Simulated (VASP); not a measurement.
# SiC (P1) in VASP: a series of runs

The runs below take SiC through single point, with PBE.

Program: VASP 6.6.1. These are calculated values, not measurements. Logs are shortened: lines on timing, memory, paths and dates and some standing lists are left out, and cuts for length are marked.

## 1. The cell of the first run

The typed cell holds 8 atoms: a = 3.094 Å, b = 3.094 Å, c = 10.129 Å, α = 90.00°, β = 90.00°, γ = 120.00°.

## 2. Single point, PBE (atom 3 (Si) moved +0.225 Å towards its neighbour atom 3 (Si) at 3.094 Å)

The input, INCAR:

```
PREC = Accurate ; ENCUT = 520
EDIFF = 1E-7 ; ISMEAR = 0
SIGMA = 0.05 ; LREAL = F
LASPH = T ; NELM = 100
ALGO = Normal ; ISIF = 2
LWAVE = F ; LCHARG = F
GGA = PE ; NBANDS = 26
```

The input, KPOINTS:

```
regular mesh
0
Gamma
  12 12 4
```

The input, POSCAR:

```
SiC
1.0
    3.0941201807      0.0000000000      0.0000000000
   -1.5470600903      2.6795866789      0.0000000000
    0.0000000000      0.0000000000     10.1293391985
Si C
4 4
Direct
    0.6666666667      0.3333333333      0.9378441878
    0.3333333333      0.6666666667      0.4378441878
   -0.0727185716     -0.0727185716      0.6878995565
    0.0000000000      0.0000000000      0.1878995565
    0.6666666667      0.3333333333      0.7498074459
    0.3333333333      0.6666666667      0.2498074459
    0.0000000000      0.0000000000      0.5004478098
    0.0000000000      0.0000000000      0.0004478098
```

Potentials or basis: VASP PAW PBE potentials, release 64 (Si, C).

The run is started by

```bash
> cat potpaw_PBE.64/Si/POTCAR potpaw_PBE.64/C/POTCAR > POTCAR
> mpirun -np 1 vasp_std > vasp.out
```

OUTCAR:

```text
PREC = Accurate
   ENCUT = 520
   EDIFF = 1E-7
   ISMEAR = 0
   LREAL = F
   LASPH = T
   NELM = 100
   ISIF = 2
   GGA = PE

 ion  position               nearest neighbor table
   1  0.667  0.333  0.938-   8 1.90   8 1.90   8 1.90   5 1.90   3 2.99   4 3.10   4 3.10   4 3.10
                             3 3.11
   2  0.333  0.667  0.438-   7 1.90   7 1.90   7 1.90   6 1.90   3 2.99   4 3.10   4 3.10   4 3.10
                             3 3.11
   3  0.927  0.927  0.688-   5 1.71   5 1.91   7 1.91   5 2.08   1 2.99   2 2.99   1 3.11   2 3.11

   4  0.000  0.000  0.188-   6 1.89   6 1.89   6 1.89   8 1.90   2 3.10   2 3.10   2 3.10   1 3.10
                             1 3.10   1 3.10
   5  0.667  0.333  0.750-   3 1.71   1 1.90   3 1.91   3 2.08
   6  0.333  0.667  0.250-   4 1.89   4 1.89   4 1.89   2 1.90
   7  0.000  0.000  0.500-   2 1.90   2 1.90   2 1.90   3 1.91
   8  0.000  0.000  0.000-   1 1.90   1 1.90   1 1.90   4 1.90

  LATTYP: Found a hexagonal cell.
 ALAT       =     3.0941201807
 C/A-ratio  =     3.2737381249

  Lattice vectors:

 A1 = (   3.0941201807,   0.0000000000,   0.0000000000)
 A2 = (  -1.5470600903,   2.6795866789,   0.0000000000)
 A3 = (   0.0000000000,   0.0000000000,  10.1293391985)

Analysis of symmetry for initial positions (statically):
=====================================================================
 Subroutine PRICEL returns:
 Original cell was already a primitive cell.

 Routine SETGRP: Setting up the symmetry group for a
 hexagonal supercell.

 Subroutine GETGRP returns: Found  1 space group operations
 (whereof  1 operations were pure point group operations)
 out of a pool of 24 trial point group operations.

The static configuration has the point symmetry C_1 .

Analysis of symmetry for dynamics (positions and initial velocities):
=====================================================================
 Subroutine PRICEL returns:
 Original cell was already a primitive cell.

 Routine SETGRP: Setting up the symmetry group for a
 hexagonal supercell.

 Subroutine GETGRP returns: Found  1 space group operations
 (whereof  1 operations were pure point group operations)
 out of a pool of 24 trial point group operations.

The dynamic configuration has the point symmetry C_1 .

 Subroutine INISYM returns: Found  1 space group operations
 (whereof  1 operations are pure point group operations),
 and found     1 'primitive' translations

----------------------------------------------------------------------------------------

                                     Primitive cell

  volume of cell :      83.9820

  direct lattice vectors                    reciprocal lattice vectors
     3.094120181  0.000000000  0.000000000     0.323193652  0.186595942  0.000000000
    -1.547060090  2.679586679  0.000000000     0.000000000  0.373191884  0.000000000
     0.000000000  0.000000000 10.129339199     0.000000000  0.000000000  0.098723123

  length of vectors
     3.094120181  3.094120181 10.129339199     0.373191884  0.373191884  0.098723123

  position of ions in fractional coordinates (direct lattice)
     0.666666667  0.333333333  0.937844188
     0.333333333  0.666666667  0.437844188
     0.927281428  0.927281428  0.687899556
     0.000000000  0.000000000  0.187899556
     0.666666667  0.333333333  0.749807446
     0.333333333  0.666666667  0.249807446
     0.000000000  0.000000000  0.500447810
     0.000000000  0.000000000  0.000447810

  ion indices of the primitive-cell ions
   primitive index   ion index
                 1           1
                 2           2
                 3           3
                 4           4
                 5           5
                 6           6
                 7           7
                 8           8

----------------------------------------------------------------------------------------

 KPOINTS: regular mesh

Automatic generation of k-mesh.
 Grid dimensions read from file:
 generate k-points for:   12   12    4

 Generating k-lattice:

  Cartesian coordinates                     Fractional coordinates (reciprocal lattice)
     0.026932804  0.015549662  0.000000000     0.083333333  0.000000000  0.000000000
     0.000000000  0.031099324  0.000000000     0.000000000  0.083333333  0.000000000
     0.000000000  0.000000000  0.024680781     0.000000000  0.000000000  0.250000000

  Length of vectors
     0.031099324  0.031099324  0.024680781

  Shift w.r.t. Gamma in fractional coordinates (k-lattice)
     0.000000000  0.000000000  0.000000000

 Subroutine IBZKPT returns following result:
 ===========================================

 Found    292 irreducible k-points:

 Following reciprocal coordinates:
            Coordinates               Weight
  0.000000  0.000000  0.000000      1.000000
  0.083333  0.000000  0.000000      2.000000
  0.000000  0.083333  0.000000      2.000000
 -0.083333  0.083333  0.000000      2.000000
  0.166667  0.000000  0.000000      2.000000
[... 36 lines left out ...]
   EMIN   =  10.00;   EMAX   =-10.00  energy-range for DOS
   EFERMI =   0.00;   METHOD = LEGACY
   ISMEAR =     0;   SIGMA  =   0.05  broadening in eV -4-tet -1-fermi 0-gaus
   EFERMI_NEDOS =   21; number of points for ismear=-14 and -15
   IALGO  =     38    algorithm
   IMIX   =      4    mixing-type and parameters
     AMIX     =   0.40;   BMIX     =  1.00
     AMIX_MAG =   1.60;   BMIX_MAG =  1.00
  volume/ion in A,a.u.               =      10.50        70.84
  Fermi-wavevector in a.u.,A,eV,Ry     =   1.186851  2.242823 19.165368  1.408615
  Thomas-Fermi vector in A             =   2.323015
   LORBIT       =      0    0 simple, 1 ext, 2 COOP (PROOUT), +10 PAW based schemes
   GGA     = PE    functional components
   LHFCALC =     F    Hartree Fock is set to
   AEXX    =    0.0000 exact exchange contribution
   IVDW    =     0    specifies the selected vdW correction
   LEPSILON=     F    determine dielectric tensor
   LRPA    =     F    only Hartree local field effects (RPA)
 non-spin polarized calculation
 Gauss-broadening in eV      SIGMA  =   0.05
  energy-cutoff  :      520.00
  volume of cell :       83.98
 maximum number of plane-waves:      2280
   NGX = 11   NGY = 11   NGZ = 37

 number of electron      32.0000001 magnetization

 Free energy of the ion-electron system (eV)
  ---------------------------------------------------
  ext. energy  EPLUGINS =         0.00000000
  ---------------------------------------------------
  free energy    TOTEN  =       -59.74930075 eV

  energy without entropy =      -59.74930075  energy(sigma->0) =      -59.74930075

 E-fermi :   8.6554     XC(G=0): -11.2900

 val. band max:        8.4598310419   @ k =   0.0000   0.0000   0.0000
 cond. band min:      10.1340081568   @ k =   0.5000   0.5000   0.0000
 fundamental gap:      1.6741771150
 Fermi energy:         8.6553557791

 k-point     1 :       0.0000    0.0000    0.0000
  band No.  band energies     occupation
      1      -7.3666      2.00000
      2      -6.2002      2.00000
      3      -6.1748      2.00000
      4      -3.8659      2.00000
      5      -0.5196      2.00000
      6       3.6329      2.00000
[... 18 lines left out ...]
     25      15.2721      0.00000
     26      15.7011      0.00000

 k-point     2 :       0.0833    0.0000    0.0000
  band No.  band energies     occupation
      1      -7.2481      2.00000
      2      -6.0853      2.00000
      3      -6.0602      2.00000
      4      -3.7662      2.00000
      5      -0.4114      2.00000
      6       3.6631      2.00000
[... 18 lines left out ...]
     25      15.5362      0.00000
     26      15.7808      0.00000

 k-point     3 :       0.0000    0.0833    0.0000
  band No.  band energies     occupation
      1      -7.2472      2.00000
      2      -6.0851      2.00000
      3      -6.0586      2.00000
      4      -3.7653      2.00000
      5      -0.4103      2.00000
      6       3.6503      2.00000
[... 572 lines left out ...]
 k-point    23 :       0.1667    0.0833    0.0000
  band No.  band energies     occupation
      1      -6.5467      2.00000
      2      -5.4128      2.00000
      3      -5.3841      2.00000
      4      -3.2024      2.00000
      5       0.2000      2.00000
      6       3.3148      2.00000
[... 18 lines left out ...]
     25      15.9305      0.00000
     26      16.3023      0.00000

 k-point    24 :      -0.0833    0.2500    0.0000
  band No.  band energies     occupation
      1      -6.5407      2.00000
      2      -5.4096      2.00000
      3      -5.3743      2.00000
      4      -3.1964      2.00000
      5       0.2063      2.00000
      6       3.1343      2.00000
[... 18 lines left out ...]
     25      15.8344      0.00000
     26      16.4111      0.00000

 [... further k-points ...]
[... 5 lines left out ...]
  --------------------------------------------------------------------------------------
  -------------------------------------------------------------------------------------
  Total       -0.6279600      2.7354660      0.2494014     -0.4971486     -1.5224173      0.0631313
  in kB      -11.9799906     52.1862156      4.7579883     -9.4844186    -29.0441177      1.2043961
  external PRESSURE =      14.9880711 kB  Pullay stress =       0.0000000 kB

 VOLUME and BASIS-vectors are now :
 -----------------------------------------------------------------------------
  energy-cutoff  :      520.00
  volume of cell :       83.98
      direct lattice vectors                 reciprocal lattice vectors
     3.094120181  0.000000000  0.000000000     0.323193652  0.186595942  0.000000000
    -1.547060090  2.679586679  0.000000000     0.000000000  0.373191884  0.000000000
     0.000000000  0.000000000 10.129339199     0.000000000  0.000000000  0.098723123

 POSITION                                       TOTAL-FORCE (eV/Angst)
 -----------------------------------------------------------------------------------
      1.54706      0.89320      9.49974        -0.036653     -0.052521     -0.037334
     -0.00000      1.78639      4.43507        -0.057174     -0.050946     -0.021167
      1.43456      2.48473      6.96797         1.099613      4.586783     -0.898102
      0.00000      0.00000      1.90330        -0.008972     -0.010111      0.000411
      1.54706      0.89320      7.59505        -0.752025     -4.015851      0.852694
     -0.00000      1.78639      2.53038        -0.021464     -0.041070     -0.004832
      0.00000      0.00000      5.06921        -0.219247     -0.418410      0.115623
      0.00000      0.00000      0.00454        -0.004078      0.002127     -0.007292
 -----------------------------------------------------------------------------------
    total drift:                               -0.000060     -0.000137     -0.000947

  FREE ENERGIE OF THE ION-ELECTRON SYSTEM (eV)
  ---------------------------------------------------
  free  energy   TOTEN  =       -59.7493007481 eV

  energy  without entropy=      -59.7493007481  energy(sigma->0) =      -59.74930075
```

Wall time 12 min (1 thread of Intel Xeon 8259CL, shared host); peak memory 0.55 GiB.

Results:

| Item | Value |
| --- | --- |
| Free energy | -59.7493 eV |
| Pressure | 1.5 GPa |
| Largest force | 4.801 eV/Å |
| Band gap on the k mesh | 1.67 eV (least direct gap 3.09 eV) |

Forces in eV/Å, atoms in the order of the input:
```
Si  -0.037 -0.053 -0.037
Si  -0.057 -0.051 -0.021
Si   1.100  4.587 -0.898
Si  -0.009 -0.010  0.000
C   -0.752 -4.016  0.853
C   -0.021 -0.041 -0.005
C   -0.219 -0.418  0.116
C   -0.004  0.002 -0.007
```

Caveat: the cell differs from its parent crystal (atom 3 (Si) moved +0.225 Å towards its neighbour atom 3 (Si) at 3.094 Å); the stress differs along the axes, from -1 to 5 GPa; forces of over 1 eV/Å act on the atoms, so gaps and moduli don't describe the material at rest. A k mesh can miss the band edges.

## 3. Single point, PBE (atom 3 (Si) moved +0.180 Å towards its neighbour atom 3 (Si) at 3.094 Å)

The input, INCAR:

```
SYSTEM = SiC
  PREC = Accurate
  ENCUT = 520
  EDIFF = 1E-7
  ISMEAR = 0
  SIGMA = 0.05
  LREAL = .FALSE.
  LASPH = .TRUE.
  NELM = 80
  ALGO = Normal
  ISIF = 2
  LWAVE = .FALSE.
  LCHARG = .FALSE.
  GGA = PE
  NBANDS = 26
```

The input, KPOINTS:

```
regular mesh
0
G
  12 12 4
  0 0 0
```

Changes to POSCAR since step 2:

```diff
@@ -10,3 +10,3 @@
     0.3333333333      0.6666666667      0.4378441878
-   -0.0727185716     -0.0727185716      0.6878995565
+   -0.0581748573     -0.0581748573      0.6878995565
     0.0000000000      0.0000000000      0.1878995565
```

Potentials or basis: VASP PAW PBE potentials, release 64 (Si, C).

The run is started by

```bash
> cat potpaw_PBE.64/Si/POTCAR potpaw_PBE.64/C/POTCAR > POTCAR
> mpirun -np 1 vasp_std > vasp.out
```

Wall time 15 min (1 thread of Intel Xeon 8259CL, shared host); peak memory 0.55 GiB.

The run converged. Its results:

```yaml
Free_energy: -59.9313 eV
Pressure: 0.9 GPa
Largest_force: 3.715 eV/Å
Band_gap_on_the_k_mesh: 1.82 eV (least direct gap 3.17 eV)
```

Forces on the atoms (eV/Å):
```
Si  -0.029 -0.044 -0.024
Si  -0.043 -0.044 -0.013
Si   1.052  3.517 -0.568
Si  -0.007 -0.008  0.000
C   -0.774 -3.057  0.538
C   -0.018 -0.033 -0.003
C   -0.178 -0.333  0.076
C   -0.003  0.002 -0.005
```

Stress tensor (GPa, compression positive):
```
-1.15 -0.79 -0.10
-0.79  3.66 -2.14
-0.10 -2.14  0.27
```

Levels at points of the mesh, in eV from the valence-band top:
```tsv
k point	band 14	band 15	band 16	band 17	band 18	band 19
(0.00, 0.00, 0.00)	-0.49	-0.36	0.00	4.55	5.18	5.69
(0.50, 0.00, 0.00)	-2.47	-1.92	-1.54	1.87	1.95	3.69
(0.00, 0.50, 0.00)	-2.45	-1.93	-1.32	1.85	2.02	3.90
(0.50, 0.50, 0.00)	-2.41	-1.93	-1.36	1.82	1.95	3.74
(0.00, 0.00, 0.50)	-0.55	-0.54	-0.07	4.72	4.82	6.16
(0.50, 0.00, 0.50)	-2.75	-2.04	-1.88	2.20	2.29	3.68
(0.00, 0.50, 0.50)	-2.73	-1.89	-1.65	2.27	2.31	3.78
(0.50, 0.50, 0.50)	-2.82	-1.88	-1.74	2.17	2.29	3.71
```

Caveat: the cell differs from its parent crystal (atom 3 (Si) moved +0.180 Å towards its neighbour atom 3 (Si) at 3.094 Å); forces of over 1 eV/Å act on the atoms, so gaps and moduli don't describe the material at rest. A k mesh can miss the band edges.

## 4. Single point, PBE (atom 3 (Si) moved -0.450 Å towards its neighbour atom 3 (Si) at 3.094 Å)

The input, INCAR:

```
  PREC = Accurate
  ENCUT = 520
  EDIFF = 1E-6
  ISMEAR = 0
  SIGMA = 0.05
  LREAL = F
  LASPH = T
  NELM = 60
  ALGO = Normal
  ISIF = 2
  LWAVE = F
  LCHARG = F
  GGA = PE
  NBANDS = 26
```

The input, KPOINTS:

```
regular mesh
0
Gamma
  12 12 4
```

Changes to POSCAR since step 3:

```diff
@@ -10,3 +10,3 @@
     0.3333333333      0.6666666667      0.4378441878
-   -0.0581748573     -0.0581748573      0.6878995565
+    0.1454371433      0.1454371433      0.6878995565
     0.0000000000      0.0000000000      0.1878995565
```

The run is started by

```bash
> cat potpaw_PBE.64/Si/POTCAR potpaw_PBE.64/C/POTCAR > POTCAR
> mpirun -np 1 vasp_std > vasp.out
```

It took 7.4 min on 1 thread of Intel Xeon Platinum 8488C (Sapphire Rapids), shared host; peak memory 0.54 GiB.

Results (log left out):

```yaml
Free_energy: -58.1465 eV
Pressure: 6.7 GPa
Largest_force: 12.207 eV/Å
Band_gap_on_the_k_mesh: 0.94 eV (least direct gap 2.37 eV)
```

Forces in eV/Å, atoms in the order of the input:
```
Si    0.041   0.097  -0.146
Si   -0.017   0.152  -0.073
Si  -10.073  -5.656  -3.944
Si    0.004   0.024   0.005
C     9.469   4.528   3.817
C     0.051   0.073  -0.019
C     0.533   0.771   0.390
C    -0.008   0.011  -0.031
```

Stress tensor (GPa, compression positive):
```
15.34  6.22  9.05
 6.22  1.91  1.82
 9.05  1.82  2.72
```

Levels at points of the mesh, in eV from the valence-band top:
```
           k point  band 13  band 14  band 15  band 16  band 17  band 18  band 19  band 20
(0.00, 0.00, 0.00)    -1.14    -1.05    -0.80     0.00     3.75     4.51     4.94     5.07
(0.50, 0.00, 0.00)    -3.03    -2.79    -2.48    -1.59     1.22     1.49     3.31     3.72
(0.00, 0.50, 0.00)    -3.21    -2.81    -2.50    -2.03     1.23     1.43     2.89     3.72
(0.50, 0.50, 0.00)    -3.05    -2.73    -2.49    -1.43     0.94     1.38     2.94     3.78
(0.00, 0.00, 0.50)    -1.33    -1.06    -1.03    -0.02     3.81     4.28     5.23     5.53
(0.50, 0.00, 0.50)    -3.56    -3.08    -2.39    -1.83     1.60     1.82     3.18     3.48
(0.00, 0.50, 0.50)    -3.50    -3.20    -2.56    -2.38     1.46     1.79     2.91     3.38
(0.50, 0.50, 0.50)    -3.44    -3.33    -2.36    -1.68     1.16     1.81     2.85     3.26
```

Caveat: the cell differs from its parent crystal (atom 3 (Si) moved -0.450 Å towards its neighbour atom 3 (Si) at 3.094 Å); the stress differs along the axes, from 2 to 15 GPa; forces of over 1 eV/Å act on the atoms, so gaps and moduli don't describe the material at rest.

## 5. Single point, PBE (atom 3 (Si) moved -0.270 Å towards its neighbour atom 3 (Si) at 3.094 Å)

The input, INCAR:

```
ALGO = Normal ; EDIFF = 1E-7
ENCUT = 520 ; GGA = PE
ISIF = 2 ; ISMEAR = 0
LASPH = True ; LCHARG = False
LREAL = False ; LWAVE = False
NBANDS = 26 ; NELM = 60
PREC = Accurate ; SIGMA = 0.05
```

The input, KPOINTS:

```
k-points
0
Gamma
  12 12 4
```

Changes to POSCAR since step 4:

```diff
@@ -10,3 +10,3 @@
     0.3333333333      0.6666666667      0.4378441878
-    0.1454371433      0.1454371433      0.6878995565
+    0.0872622860      0.0872622860      0.6878995565
     0.0000000000      0.0000000000      0.1878995565
```

The run is started by

```bash
> cat potpaw_PBE.64/Si/POTCAR potpaw_PBE.64/C/POTCAR > POTCAR
> mpirun -np 1 vasp_std > vasp.out
```

It took 6.1 min on 1 thread of Intel Xeon Platinum 8488C (Sapphire Rapids), shared host; peak memory 0.54 GiB.

It converged, with:

```
Free energy            : -59.5238 eV
Pressure               : 2.2 GPa
Largest force          : 5.993 eV/Å
Band gap on the k mesh : 1.52 eV (least direct gap 2.97 eV)
```

Forces in eV/Å, atoms in the order of the input:
```
Si   0.031  0.068 -0.054
Si   0.013  0.091 -0.030
Si  -4.452 -3.791 -1.312
Si   0.005  0.015  0.001
C    4.072  3.090  1.250
C    0.030  0.046 -0.007
C    0.307  0.476  0.162
C   -0.005  0.004 -0.011
```

Stress tensor (GPa, compression positive):
```
 5.98  2.99  3.50
 2.99 -0.09  1.50
 3.50  1.50  0.74
```

Levels at points of the mesh, in eV from the valence-band top:
| k point | band 14 | band 15 | band 16 | band 17 | band 18 | band 19 |
| --- | --- | --- | --- | --- | --- | --- |
| (0.00, 0.00, 0.00) | -0.74 | -0.56 | 0.00 | 4.26 | 4.93 | 5.36 |
| (0.50, 0.00, 0.00) | -2.60 | -2.16 | -1.45 | 1.61 | 1.80 | 3.68 |
| (0.00, 0.50, 0.00) | -2.63 | -2.16 | -1.76 | 1.63 | 1.72 | 3.38 |
| (0.50, 0.50, 0.00) | -2.56 | -2.16 | -1.46 | 1.52 | 1.71 | 3.43 |
| (0.00, 0.00, 0.50) | -0.77 | -0.75 | -0.04 | 4.39 | 4.60 | 5.83 |
| (0.50, 0.00, 0.50) | -2.90 | -2.10 | -1.74 | 2.02 | 2.10 | 3.53 |
| (0.00, 0.50, 0.50) | -2.95 | -2.29 | -2.10 | 1.92 | 2.07 | 3.37 |
| (0.50, 0.50, 0.50) | -3.04 | -2.09 | -1.79 | 1.82 | 2.08 | 3.38 |

Caveat: the cell differs from its parent crystal (atom 3 (Si) moved -0.270 Å towards its neighbour atom 3 (Si) at 3.094 Å); the stress differs along the axes, from -0 to 6 GPa; forces of over 1 eV/Å act on the atoms, so gaps and moduli don't describe the material at rest. A k mesh can miss the band edges.

## 6. The runs side by side

| cell | gap on the mesh (eV) | pressure (GPa) | largest force (eV/Å) |
| --- | --- | --- | --- |
| as given, atomic positions A | 1.67 | 1.5 | 4.80 |
| as given, atomic positions B | 1.82 | 0.9 | 3.71 |
| as given, atomic positions C | 0.94 | 6.7 | 12.21 |
| as given, atomic positions D | 1.52 | 2.2 | 5.99 |

Alike in all rows: task single point; level PBE; potentials or basis VASP PAW PBE potentials, release 64 (Si, C); no spin polarisation; k mesh 12 × 12 × 4; cutoff (eV) 520; smearing gaussian 0.05 eV.

Caveats: forces of over 1 eV/Å act on the atoms, so gaps and moduli don't describe the material at rest; the stress differs along the axes, from -1 to 5 GPa (at least some runs); the stress differs along the axes, from 2 to 15 GPa (at least some runs); the stress differs along the axes, from -0 to 6 GPa (at least some runs).

Absolute energies hang on the potentials; compare differences alone.
